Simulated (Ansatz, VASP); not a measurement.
Two plane-wave programs on Ge

```
CELL_PARAMETERS angstrom
3.84624 0.00000 0.00000
-1.92312 3.33094 0.00000
0.00000 0.00000 6.74549
ATOMIC_POSITIONS crystal
Ge 0.66667 0.33333 0.02474
Ge 0.33333 0.66667 0.60050
Ge 0.66667 0.33333 0.39950
Ge 0.33333 0.66667 0.97526
```

Alike in both runs: task single point; functional PBE; k mesh 12 × 12 × 6; occupations gaussian, width 0.1 eV; no spin polarisation.

|  | VASP | Ansatz |
| --- | --- | --- |
| version | VASP 6.6.1 | Ansatz 0.2.0 |
| potentials or method | VASP PAW PBE potentials, release 64 (Ge_d), cutoff 520 eV | scalar-relativistic, plane waves, PAW |
| valence electrons in the cell | 56 | 56 |

VASP gave:

```
gap on the k mesh at the Fermi level (eV)                     : none
pressure (GPa)                                                : 9.4
traceless stress, the component that is largest in VASP (GPa) : -10.07
rms of the force components (eV/Å)                            : 1.176
```

Question: What did Ansatz give for the same quantities?

Answer: gap on the k mesh at the Fermi level (eV): none; pressure (GPa): 9.5; traceless stress, the component that is largest in VASP (GPa): -10.13; rms of the force components (eV/Å): 1.176.

Atom by atom the forces differ by 0.004 eV/Å (rms over components). A gap of «none» marks a metal or a gap that the smearing closes.
